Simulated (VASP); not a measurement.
# W (I4/mmm) in VASP: a series of runs

The runs below take W through single point, with PBEsol.

Program: VASP 6.6.1. These are calculated values, not measurements. Logs are shortened: lines on timing, memory, paths and dates and some standing lists are left out, and cuts for length are marked.

**1. The cell of the first run**

Symmetry: I4/mmm, No. 139, tetragonal system. The conventional cell has a = 3.067 Å, b = 3.067 Å, c = 3.450 Å, α = 90.00°, β = 90.00°, γ = 90.00°. Within 3.7 Å of W (site symmetry 4/mmm) lie 14 W at 2.77 to 3.45 Å.

**2. Single point, PBEsol (strain -0.040 along x and y, +0.080 along z)**

Input file INCAR:

```
PREC     = Accurate       # precision mode
ENCUT    = 520            # plane-wave cutoff, eV
EDIFF    = 1E-6           # SCF threshold, eV
ISMEAR   = 0              # smearing method
SIGMA    = 0.15           # smearing width, eV
LREAL    = False          # projectors in reciprocal space
LASPH    = True           # aspherical terms in the spheres
NELM     = 60             # most SCF steps
ALGO     = Normal         # electronic algorithm
ISIF     = 2              # what is computed and relaxed
LWAVE    = False          # write WAVECAR
LCHARG   = False          # write CHGCAR
GGA      = PS             # functional
NBANDS   = 13             # bands
```

Input file KPOINTS:

```
Automatic mesh
0
Gamma
  20 20 20
```

Input file POSCAR:

```
W
1.0
   -1.5334080000      1.5334080000      1.7250840000
    1.5334080000     -1.5334080000      1.7250840000
    1.5334080000      1.5334080000     -1.7250840000
W
1
Direct
    0.0000000000      0.0000000000      0.0000000000
```

Potentials or basis: VASP PAW PBE potentials, release 64 (W_sv).

Launch:

```console
> cat potpaw_PBE.64/W_sv/POTCAR > POTCAR
> mpirun -np 1 vasp_std > vasp.out
```

OUTCAR:

```text
PREC = Accurate
   ENCUT = 520
   EDIFF = 1E-6
   ISMEAR = 0
   LREAL = False
   LASPH = True
   NELM = 60
   ISIF = 2
   GGA = PS

 ion  position               nearest neighbor table
   1  0.000  0.000  0.000-

  LATTYP: Found a body centered tetragonal cell.
 ALAT       =     3.0668160000
 C/A-ratio  =     1.1250000000

  Lattice vectors:

 A1 = (  -1.5334080000,   1.5334080000,   1.7250840000)
 A2 = (   1.5334080000,  -1.5334080000,   1.7250840000)
 A3 = (   1.5334080000,   1.5334080000,  -1.7250840000)

Analysis of symmetry for initial positions (statically):
=====================================================================
 Subroutine PRICEL returns:
 Original cell was already a primitive cell.

 Routine SETGRP: Setting up the symmetry group for a
 body centered tetragonal supercell.

 Subroutine GETGRP returns: Found 16 space group operations
 (whereof 16 operations were pure point group operations)
 out of a pool of 16 trial point group operations.

The static configuration has the point symmetry D_4h.

Analysis of symmetry for dynamics (positions and initial velocities):
=====================================================================
 Subroutine PRICEL returns:
 Original cell was already a primitive cell.

 Routine SETGRP: Setting up the symmetry group for a
 body centered tetragonal supercell.

 Subroutine GETGRP returns: Found 16 space group operations
 (whereof 16 operations were pure point group operations)
 out of a pool of 16 trial point group operations.

The dynamic configuration has the point symmetry D_4h.

 Subroutine INISYM returns: Found 16 space group operations
 (whereof 16 operations are pure point group operations),
 and found     1 'primitive' translations

----------------------------------------------------------------------------------------

                                     Primitive cell

  volume of cell :      16.2250

  direct lattice vectors                    reciprocal lattice vectors
    -1.533408000  1.533408000  1.725084000     0.000000000  0.326071078  0.289840958
     1.533408000 -1.533408000  1.725084000     0.326071078  0.000000000  0.289840958
     1.533408000  1.533408000 -1.725084000     0.326071078  0.326071078  0.000000000

  length of vectors
     2.771027787  2.771027787  2.771027787     0.436268414  0.436268414  0.461134141

  position of ions in fractional coordinates (direct lattice)
     0.000000000  0.000000000  0.000000000

  ion indices of the primitive-cell ions
   primitive index   ion index
                 1           1

----------------------------------------------------------------------------------------

 KPOINTS: Automatic mesh

Automatic generation of k-mesh.
 Grid dimensions read from file:
 generate k-points for:   20   20   20

 Generating k-lattice:

  Cartesian coordinates                     Fractional coordinates (reciprocal lattice)
     0.000000000  0.016303554  0.014492048     0.050000000  0.000000000  0.000000000
     0.016303554  0.000000000  0.014492048     0.000000000  0.050000000  0.000000000
     0.016303554  0.016303554  0.000000000     0.000000000  0.000000000  0.050000000

  Length of vectors
     0.021813421  0.021813421  0.023056707

  Shift w.r.t. Gamma in fractional coordinates (k-lattice)
     0.000000000  0.000000000  0.000000000

 Subroutine IBZKPT returns following result:
 ===========================================

 Found    641 irreducible k-points:

 Following reciprocal coordinates:
            Coordinates               Weight
  0.000000  0.000000  0.000000      1.000000
  0.050000  0.000000 -0.000000      8.000000
  0.100000  0.000000 -0.000000      8.000000
  0.150000  0.000000  0.000000      8.000000
  0.200000  0.000000 -0.000000      8.000000
  0.250000 -0.000000  0.000000      8.000000
[... 16 lines left out ...]
 -0.400000  0.050000  0.000000     16.000000
 -0.350000  0.050000  0.000000     16.000000
 [... further k-points ...]
   k-points           NKPTS =    641   k-points in BZ     NKDIM =    641   number of bands    NBANDS=     13
   number of dos      NEDOS =    301   number of ions     NIONS =      1
   total plane-waves  NPLWV =  13824
   dimension x,y,z NGX =    24 NGY =   24 NGZ =   24
   dimension x,y,z NGXF=    48 NGYF=   48 NGZF=   48
   ions per type =               1
   NGX,Y,Z   is equivalent  to a cutoff of  14.40, 14.40, 14.40 a.u.
   NGXF,Y,Z  is equivalent  to a cutoff of  28.80, 28.80, 28.80 a.u.
 SYSTEM =  unknown system
   PREC   = accura    normal or accurate (medium, high low for compatibility)
   ISTART =      0    job   : 0-new  1-cont  2-samecut
   ICHARG =      2    charge: 1-file 2-atom 10-const
   ISPIN  =      1    spin polarized calculation?
   LNONCOLLINEAR =      F non collinear calculations
   LSORBIT =      F    spin-orbit coupling
   LASPH  =      T    aspherical Exc in radial PAW
   ENCUT  =  520.0 eV  38.22 Ry    6.18 a.u.   5.15  5.15  5.15*2*pi/ulx,y,z
   NELM   =     60;   NELMIN=  2; NELMDL= -5     # of ELM steps
   EDIFF  = 0.1E-05   stopping-criterion for ELM
   LREAL  =      F    real-space projection
   EDIFFG = 0.1E-04   stopping-criterion for IOM
   NSW    =      0    number of steps for IOM
   IBRION =     -1    ionic relax: 0-MD 1-quasi-New 2-CG
   NFREE  =      0    steps in history (QN), initial steepest desc. (CG)
   ISIF   =      2    stress and relaxation
   ISYM   =      2    0-nonsym 1-usesym 2-fastsym
   POTIM  = 0.5000    time-step for ionic-motion
   TEBEG  =    0.0;   TEEND  =   0.0 temperature during run
   PSTRESS=    0.0 pullay stress
   NELECT =      14.0000    total number of electrons
   NUPDOWN=      -1.0000    fix difference up-down
   EMIN   =  10.00;   EMAX   =-10.00  energy-range for DOS
   EFERMI =   0.00;   METHOD = LEGACY
   ISMEAR =     0;   SIGMA  =   0.15  broadening in eV -4-tet -1-fermi 0-gaus
   EFERMI_NEDOS =   21; number of points for ismear=-14 and -15
   IALGO  =     38    algorithm
   IMIX   =      4    mixing-type and parameters
     AMIX     =   0.40;   BMIX     =  1.00
     AMIX_MAG =   1.60;   BMIX_MAG =  1.00
  volume/ion in A,a.u.               =      16.23       109.49
  Fermi-wavevector in a.u.,A,eV,Ry     =   1.558556  2.945243 33.049848  2.429095
  Thomas-Fermi vector in A             =   2.662043
   LORBIT       =      0    0 simple, 1 ext, 2 COOP (PROOUT), +10 PAW based schemes
   GGA     = PS    functional components
   LHFCALC =     F    Hartree Fock is set to
   AEXX    =    0.0000 exact exchange contribution
   IVDW    =     0    specifies the selected vdW correction
   LEPSILON=     F    determine dielectric tensor
   LRPA    =     F    only Hartree local field effects (RPA)
 non-spin polarized calculation
 Gauss-broadening in eV      SIGMA  =   0.15
  energy-cutoff  :      520.00
  volume of cell :       16.23
 maximum number of plane-waves:       449
 NGX is ok and might be reduce to    24
   NGX = 11   NGY = 11   NGZ = 11

 number of electron      13.9999999 magnetization

 Free energy of the ion-electron system (eV)
  ---------------------------------------------------
  ext. energy  EPLUGINS =         0.00000000
  ---------------------------------------------------
  free energy    TOTEN  =       -13.66674464 eV

  energy without entropy =      -13.66031637  energy(sigma->0) =      -13.66353051

 E-fermi :  10.9395     XC(G=0): -13.6275

 val. band max:       10.9368209008   @ k =  -0.1500   0.0500  -0.0000
 cond. band min:      10.9414765099   @ k =  -0.2000  -0.4500   0.1500
 fundamental gap:      0.0046556091
 Fermi energy:        10.9395347034

 k-point     1 :       0.0000    0.0000    0.0000
  band No.  band energies     occupation
      1     -63.2210      2.00000
      2     -26.8251      2.00000
      3     -26.8096      2.00000
      4     -26.8096      2.00000
      5       1.4178      2.00000
      6       9.4363      2.00000
      7       9.4363      2.00000
      8      10.8116      1.77207
      9      12.0472      0.00000
     10      13.8469      0.00000
     11      24.2116      0.00000
     12      26.2960      0.00000
     13      26.2960      0.00000

 k-point     2 :       0.0500    0.0000   -0.0000
  band No.  band energies     occupation
      1     -63.2181      2.00000
      2     -26.8504      2.00000
      3     -26.8180      2.00000
      4     -26.8163      2.00000
      5       1.5325      2.00000
      6       9.4267      2.00000
      7       9.4722      2.00000
      8      10.8160      1.75570
      9      11.9907      0.00000
     10      13.7889      0.00000
     11      24.4310      0.00000
     12      26.4098      0.00000
     13      26.4898      0.00000

 k-point     3 :       0.1000    0.0000   -0.0000
  band No.  band energies     occupation
      1     -63.2098      2.00000
      2     -26.9408      2.00000
      3     -26.8425      2.00000
      4     -26.8181      2.00000
      5       1.8665      2.00000
      6       9.3802      2.00000
      7       9.5191      2.00000
      8      10.8993      1.29557
      9      11.8634      0.00000
     10      13.6494      0.00000
     11      24.9914      0.00000
     12      26.6720      0.00000
     13      27.0575      0.00000
[... 305 lines left out ...]
 k-point    23 :      -0.4000    0.0500    0.0000
  band No.  band energies     occupation
      1     -63.1187      2.00000
      2     -27.8594      2.00000
      3     -27.1038      2.00000
      4     -26.8409      2.00000
      5       4.8184      2.00000
      6       8.3110      2.00000
      7       9.7734      2.00000
      8      11.9588      0.00000
      9      14.1147      0.00000
     10      15.2075      0.00000
     11      22.7110      0.00000
     12      23.9122      0.00000
     13      30.3703      0.00000

 k-point    24 :      -0.3500    0.0500    0.0000
  band No.  band energies     occupation
      1     -63.1334      2.00000
      2     -27.7186      2.00000
      3     -27.0601      2.00000
      4     -26.8412      2.00000
      5       4.5951      2.00000
      6       8.5277      2.00000
      7       9.2038      2.00000
      8      11.8913      0.00000
      9      13.8377      0.00000
     10      14.2132      0.00000
     11      23.6550      0.00000
     12      25.1200      0.00000
     13      32.0341      0.00000

 [... further k-points ...]

------------------------ aborting loop because EDIFF is reached ----------------------------------------

  FORCE on cell =-STRESS in cart. coord.  units (eV):
  Direction    XX          YY          ZZ          XY          YZ          ZX
  --------------------------------------------------------------------------------------
  -------------------------------------------------------------------------------------
  Total        0.1509906      0.1509906     -2.6761827      0.0000000      0.0000000      0.0000000
  in kB       14.9099071     14.9099071   -264.2656159      0.0000000      0.0000000      0.0000000
  external PRESSURE =     -78.1486006 kB  Pullay stress =       0.0000000 kB

 VOLUME and BASIS-vectors are now :
 -----------------------------------------------------------------------------
  energy-cutoff  :      520.00
  volume of cell :       16.23
      direct lattice vectors                 reciprocal lattice vectors
    -1.533408000  1.533408000  1.725084000     0.000000000  0.326071078  0.289840958
     1.533408000 -1.533408000  1.725084000     0.326071078  0.000000000  0.289840958
     1.533408000  1.533408000 -1.725084000     0.326071078  0.326071078  0.000000000

 POSITION                                       TOTAL-FORCE (eV/Angst)
 -----------------------------------------------------------------------------------
      0.00000      0.00000      0.00000         0.000000     -0.000000      0.000000
 -----------------------------------------------------------------------------------
    total drift:                                0.000000      0.000000      0.000000

  FREE ENERGIE OF THE ION-ELECTRON SYSTEM (eV)
  ---------------------------------------------------
  free  energy   TOTEN  =       -13.6667446428 eV

  energy  without entropy=      -13.6603163692  energy(sigma->0) =      -13.66353051
```

It took 78 s on 1 thread of Intel Xeon Platinum 8488C (Sapphire Rapids), shared host; peak memory 0.25 GiB.

Results:

- Free energy: -13.6667 eV
- Pressure: -7.8 GPa
- Band gap on the k mesh: zero (band 7 reaches 15.67 eV, above the bottom of band 8 at 9.99 eV)

Levels at points of the mesh, in eV from the Fermi level:
| k point | band 3 | band 4 | band 5 | band 6 | band 7 | band 8 | band 9 | band 10 | band 11 | band 12 |
| --- | --- | --- | --- | --- | --- | --- | --- | --- | --- | --- |
| (0.00, 0.00, 0.00) | -37.75 | -37.75 | -9.52 | -1.50 | -1.50 | -0.13 | 1.11 | 2.91 | 13.27 | 15.36 |
| (0.50, 0.00, 0.00) | -38.08 | -37.76 | -6.14 | -2.86 | 0.38 | 0.86 | 3.36 | 5.68 | 10.37 | 11.68 |
| (0.50, 0.50, 0.00) | -38.22 | -37.85 | -6.11 | -4.33 | 1.26 | 3.34 | 3.74 | 6.12 | 11.18 | 11.31 |
| (0.50, 0.50, 0.50) | -38.48 | -38.48 | -5.83 | -5.48 | 4.73 | 5.21 | 5.21 | 6.05 | 9.15 | 9.15 |

Caveat: the cell differs from its parent crystal (strain -0.040 along x and y, +0.080 along z); the PAW data sets were made with another functional, which shifts forces and pressure a little; spin-orbit coupling is left out, which moves the levels of the heavy elements.

**3. Single point, PBEsol (strain +0.040 along x and y, -0.080 along z)**

Input file INCAR:

```
ALGO = Normal
EDIFF = 1E-7
ENCUT = 520
GGA = PS
ISIF = 2
ISMEAR = 0
LASPH = T
LCHARG = T
LELF = T
LREAL = F
LVHAR = T
LWAVE = F
NBANDS = 13
NELM = 80
PREC = Accurate
SIGMA = 0.15
```

Input file KPOINTS:

```
k-points
0
Gamma
  20 20 20
```

Input file POSCAR:

```
W
1.0
   -1.6611920000      1.6611920000      1.4695160000
    1.6611920000     -1.6611920000      1.4695160000
    1.6611920000      1.6611920000     -1.4695160000
W
1
Direct
    0.0000000000      0.0000000000      0.0000000000
```

Potentials or basis: VASP PAW PBE potentials, release 64 (W_sv).

Launch:

```console
> cat potpaw_PBE.64/W_sv/POTCAR > POTCAR
> mpirun -np 1 vasp_std > vasp.out
```

OUTCAR:

```text
EDIFF = 1E-7
   ENCUT = 520
   GGA = PS
   ISIF = 2
   ISMEAR = 0
   LASPH = T
   LREAL = F
   NELM = 80
   PREC = Accurate

 ion  position               nearest neighbor table
   1  0.000  0.000  0.000-

  LATTYP: Found a body centered tetragonal cell.
 ALAT       =     3.3223840000
 C/A-ratio  =     0.8846153846

  Lattice vectors:

 A1 = (  -1.6611920000,   1.6611920000,   1.4695160000)
 A2 = (   1.6611920000,  -1.6611920000,   1.4695160000)
 A3 = (   1.6611920000,   1.6611920000,  -1.4695160000)

[... 563 lines left out ...]

 [... further k-points ...]

------------------------ aborting loop because EDIFF is reached ----------------------------------------

  FORCE on cell =-STRESS in cart. coord.  units (eV):
  Direction    XX          YY          ZZ          XY          YZ          ZX
  --------------------------------------------------------------------------------------
  -------------------------------------------------------------------------------------
  Total       -1.9529724     -1.9529724      1.7350158      0.0000000      0.0000000      0.0000000
  in kB     -192.9002155   -192.9002155    171.3720690      0.0000000      0.0000000      0.0000000
  external PRESSURE =     -71.4761207 kB  Pullay stress =       0.0000000 kB

 VOLUME and BASIS-vectors are now :
 -----------------------------------------------------------------------------
  energy-cutoff  :      520.00
  volume of cell :       16.22
      direct lattice vectors                 reciprocal lattice vectors
    -1.661192000  1.661192000  1.469516000     0.000000000  0.300988688  0.340248082
     1.661192000 -1.661192000  1.469516000     0.300988688  0.000000000  0.340248082
     1.661192000  1.661192000 -1.469516000     0.300988688  0.300988688  0.000000000

 POSITION                                       TOTAL-FORCE (eV/Angst)
 -----------------------------------------------------------------------------------
      0.00000      0.00000      0.00000         0.000000     -0.000000     -0.000000
 -----------------------------------------------------------------------------------
    total drift:                                0.000000      0.000000      0.000000

  FREE ENERGIE OF THE ION-ELECTRON SYSTEM (eV)
  ---------------------------------------------------
  free  energy   TOTEN  =       -13.6353617287 eV

  energy  without entropy=      -13.6285685346  energy(sigma->0) =      -13.63196513
```

OSZICAR:

```text
N       E                     dE             d eps       ncg     rms          rms(c)
DAV:   1     0.833028625942E+02    0.83303E+02   -0.74687E+03 16722   0.122E+03
DAV:   2    -0.127174325530E+02   -0.96020E+02   -0.92289E+02 18736   0.315E+02
DAV:   3    -0.143351744093E+02   -0.16177E+01   -0.16118E+01 18174   0.397E+01
DAV:   4    -0.143417255562E+02   -0.65511E-02   -0.65510E-02 18651   0.280E+00
DAV:   5    -0.143417818075E+02   -0.56251E-04   -0.56251E-04 18591   0.244E-01    0.207E+01
DAV:   6    -0.137833289905E+02    0.55845E+00   -0.46592E-01 17831   0.890E+00    0.803E+00
DAV:   7    -0.136406687593E+02    0.14266E+00   -0.22687E-01 18876   0.584E+00    0.633E-01
DAV:   8    -0.136354423365E+02    0.52264E-02   -0.45879E-03 17056   0.896E-01    0.789E-02
DAV:   9    -0.136353618545E+02    0.80482E-04   -0.11005E-04 19897   0.120E-01    0.412E-02
DAV:  10    -0.136353616649E+02    0.18963E-06   -0.82384E-06 17881   0.369E-02    0.244E-03
DAV:  11    -0.136353617287E+02   -0.63770E-07   -0.35369E-07 18116   0.673E-03
   1 F= -.13635362E+02 E0= -.13631965E+02  d E =-.679319E-02
```

stdout:

```text
POSCAR found type information on POSCAR W
 POSCAR found :  1 types and       1 ions
 scaLAPACK will be used
 -----------------------------------------------------------------------------
|                                                                             |
|                                                                             |
|     You enforced a specific xc type in the INCAR file but a different       |
|     I HOPE YOU KNOW WHAT YOU ARE DOING!                                     |
|                                                                             |
 -----------------------------------------------------------------------------

 LDA part: xc-table for (Slater+PW92), standard interpolation
 POSCAR, INCAR and KPOINTS ok, starting setup
 FFT: planning ... GRIDC
 FFT: planning ... GRID_SOFT
 FFT: planning ... GRID
 WAVECAR not read
 entering main loop
```

Wall time 93 s (1 thread of Intel Xeon Platinum 8488C (Sapphire Rapids), shared host); peak memory 0.25 GiB.

What came out:

* Free energy: -13.6354 eV
* Pressure: -7.1 GPa
* Band gap on the k mesh: zero (band 7 reaches 15.86 eV, above the bottom of band 8 at 9.76 eV)

Stress tensor (GPa, compression positive):
```
-19.29   0.00   0.00
  0.00 -19.29   0.00
  0.00   0.00  17.14
```

Caveat: the cell differs from its parent crystal (strain +0.040 along x and y, -0.080 along z); the PAW data sets were made with another functional, which shifts forces and pressure a little; spin-orbit coupling is left out, which moves the levels of the heavy elements.

(Continued in part 2 of 2.)
